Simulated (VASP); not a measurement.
Input of a VASP 6.6.1 run:

File POSCAR:

```
W
1.0
    0.0000000000      2.0300000000      2.0300000000
    2.0300000000      0.0000000000      2.0300000000
    2.0300000000      2.0300000000      0.0000000000
W
1
Direct
    0.0000000000      0.0000000000      0.0000000000
```

The input INCAR.step1:

```
  ALGO = Normal
  EDIFF = 1E-5
  ENCUT = 520
  GGA = PE
  ISIF = 2
  ISMEAR = -1
  LASPH = True
  LREAL = False
  LWAVE = True
  NBANDS = 13
  NELM = 100
  PREC = Accurate
  SIGMA = 0.05
```

INCAR.step2

```
  AEXX = 0.25
  ALGO = Normal
  EDIFF = 1E-6
  ENCUT = 520
  GGA = PS
  HFSCREEN = 0.207
  ISIF = 2
  ISMEAR = -1
  ISTART = 1
  LASPH = True
  LCHARG = True
  LELF = True
  LHFCALC = True
  LREAL = False
  LVHAR = True
  LWAVE = False
  NBANDS = 13
  NELM = 100
  PREC = Accurate
  PRECFOCK = Normal
  SIGMA = 0.05
```

The input KPOINTS:

```
k-points
0
Gamma
  6 6 6
```

Potentials or basis: VASP PAW PBE potentials, release 64 (W_sv).

Run with:

```bash
$ cat potpaw_PBE.64/W_sv/POTCAR > POTCAR
$ cp INCAR.step1 INCAR
$ mpirun -np 1 vasp_std > vasp.out
$ cp INCAR.step2 INCAR
$ mpirun -np 1 vasp_std > vasp.out
```

(1) Predict the pressure.

(2) Predict the band gap on the k mesh.

Results:

(1) -14.5 GPa.

(2) zero (bands 7 and 8 overlap by 3.56 eV).

Caveat: the k points lie up to 0.45 Å⁻¹ apart, too coarse for converged energies and pressures of a metal; the PAW data sets were made with another functional, which shifts forces and pressure a little; spin-orbit coupling is left out, which moves the levels of the heavy elements.
